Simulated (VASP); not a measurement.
# Au2SeO2: single point with r2SCAN

The system is Au2SeO2.

```xyz
5
Lattice="3.5594 0.0000 0.0000 -1.7797 3.0825 0.0000 0.0000 0.0000 6.3294" Properties=species:S:1:pos:R:3 pbc="T T T"
O    -0.0002    2.0551    3.9242
O     1.7799    1.0274    2.4052
Au   -0.0002    2.0551    1.8355
Au    1.7799    1.0274    4.4939
Se    0.0000    0.0000    0.0000
```

| Item | Value |
| --- | --- |
| Program | VASP 6.6.1 |
| Task | single point |
| Functional | r2SCAN |
| Potentials or basis | VASP PAW PBE potentials, release 64 (O, Au, Se) |
| Cutoff | 520 eV |
| k mesh | 6 × 6 × 3 |
| Occupations | fermi-dirac, width 0.1385 eV |
| Spin | no spin polarisation |
| Dipole correction | no |
| Further INCAR settings | ALGO = Normal; EDIFF = 1e-06; NBANDS = 28 |

- Pressure: 17.8 GPa
- Largest force: 3.705 eV/Å
- Band gap on the k mesh: zero (bands 20 and 21 overlap by 0.47 eV)

Forces in eV/Å, atoms in the order of the input:
```
O    0.002 -0.001  0.978
O   -0.002  0.001 -0.978
Au   0.001 -0.001 -3.705
Au  -0.001  0.001  3.705
Se   0.000  0.000  0.000
```

Stress tensor (GPa, compression positive):
```
18.46  0.02  0.00
 0.02 18.48  0.00
 0.00  0.00 16.59
```

Levels at points of the mesh, in eV from the Fermi level:
| k point | band 17 | band 18 | band 19 | band 20 | band 21 | band 22 | band 23 | band 24 |
| --- | --- | --- | --- | --- | --- | --- | --- | --- |
| (0.00, 0.00, 0.00) | -0.84 | -0.84 | -0.18 | -0.18 | 1.17 | 1.17 | 1.83 | 6.82 |
| (0.50, 0.00, 0.00) | -2.98 | -1.59 | -1.47 | -0.16 | 0.71 | 0.99 | 2.80 | 6.92 |
| (0.50, 0.50, 0.00) | -2.98 | -1.59 | -1.47 | -0.16 | 0.72 | 0.99 | 2.80 | 6.92 |

It took 2.3 min on 1 thread of Intel(R) Xeon(R) 6975P-C (Granite Rapids), on a shared host, peak memory 0.23 GiB.

Caveat: the cell stands under pressure; the PAW data sets were made with another functional, which shifts forces and pressure a little; spin-orbit coupling is left out, which moves the levels of the heavy elements.
